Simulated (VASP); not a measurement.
Ca:

```xyz
1
Lattice="0.0000 2.4061 2.4061 2.4061 0.0000 2.4061 2.4061 2.4061 0.0000" Properties=species:S:1:pos:R:3 pbc="T T T"
Ca    0.0000    0.0000    0.0000
```

| Quantity | Value |
| --- | --- |
| Program | VASP 6.6.1 |
| Task | relaxation of cell and atoms |
| Functional | PBE |
| Potentials or basis | VASP PAW PBE potentials, release 64 (Ca_sv) |
| Cutoff | 500 eV |
| k mesh | 6 × 6 × 6 |
| Occupations | fermi-dirac, width 0.1 eV |
| Spin | no spin polarisation |

At the start: pressure 13.8 GPa; volume 27.86 Å³/atom.

Q: How do energy, volume and symmetry change on relaxing?

A: Over 19 steps the energy falls by 465.4 meV/atom and the volume is 42.09 Å³/atom (+51.1 %); space group Fm-3m (No. 225, to 0.1 Å) before and after.

The path:
```tsv
step	energy change (eV)	largest force (eV/Å)	pressure (GPa)	volume (Å³)
1	0.0000	0.0000	13.83	27.86
2	-0.4480	0.0000	1.72	38.72
3	-0.4593	0.0000	-0.85	44.43
4	-0.4654	0.0000	-0.06	42.31
5	-0.4654	0.0000	0.08	41.98
6	-0.4654	0.0000	0.08	41.99
7	-0.4654	0.0000	0.08	41.99
8	-0.4654	0.0000	0.08	41.99
9	-0.4654	0.0000	0.08	41.99
10	-0.4654	0.0000	0.08	41.99
11	-0.4654	0.0000	0.08	41.99
12	-0.4654	0.0000	0.08	41.99
13	-0.4654	0.0000	0.08	41.99
14	-0.4654	0.0000	0.08	41.99
15	-0.4654	0.0000	0.07	41.99
16	-0.4654	0.0000	0.07	42.00
17	-0.4654	0.0000	0.07	42.01
18	-0.4654	0.0000	0.06	42.04
19	-0.4654	0.0000	0.04	42.09
```

Final structure:
```yaml
crystal:
  lattice:
    - [0.00000, 2.76082, 2.76082]
    - [2.76082, 0.00000, 2.76082]
    - [2.76082, 2.76082, 0.00000]
  atoms:
    - { symbol: Ca, position: [0.00000, 0.00000, 0.00000] }
```

Caveat: the k points lie up to 0.33 Å⁻¹ apart in the final cell; the volume moved by over 15 % at a fixed basis, so the end points are rough.
